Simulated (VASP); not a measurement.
Input of a VASP 6.6.1 run:

Contents of INCAR:

```
PREC = Accurate
ENCUT = 500
EDIFF = 1E-7
ISMEAR = 0
SIGMA = 0.1
LREAL = F
LASPH = T
NELM = 120
ALGO = Normal
ISIF = 3
LWAVE = F
LCHARG = F
IBRION = 2
NSW = 70
EDIFFG = -0.004
PSTRESS = 9.999999999999999e-06
GGA_COMPAT = F
NELMIN = 4
```

File KPOINTS:

```
regular mesh
0
Gamma
  10 10 10
```

The input POSCAR:

```
InAs
1.0
    0.0000000000      3.0129806558      3.0129806558
    3.0129806558      0.0000000000      3.0129806558
    3.0129806558      3.0129806558      0.0000000000
In As
1 1
Direct
    0.0000000000      0.0000000000      0.0000000000
    0.2500000000      0.2500000000      0.2500000000
```

Potentials or basis: VASP PAW LDA potentials, release 64 (In_d, As).

Launch:

```bash
$ cat potpaw_LDA.64/In_d/POTCAR potpaw_LDA.64/As/POTCAR > POTCAR
$ mpirun -np 1 vasp_std > vasp.out
```

Predict the relaxed volume.

27.43 Å³/atom.

Predict the space group after relaxing (to 0.05 Å).

F-43m (No. 216).

Predict the relaxed cell.

a = 4.265 Å, b = 4.265 Å, c = 4.265 Å, α = 60.00°, β = 60.00°, γ = 60.00°.

Estimate the band gap on the k mesh.

zero (filled and empty bands touch).

Final structure:
```yaml
crystal:
  lattice:
    - [0.00000, 3.01570, 3.01570]
    - [3.01570, 0.00000, 3.01570]
    - [3.01570, 3.01570, 0.00000]
  atoms:
    - { symbol: In, position: [0.00000, 0.00000, 0.00000] }
    - { symbol: As, position: [0.25000, 0.25000, 0.25000] }
```

Caveat: the cell is relaxed towards a set pressure, so the enthalpy falls and the energy may rise; spin-orbit coupling is left out, which moves the levels of the heavy elements.
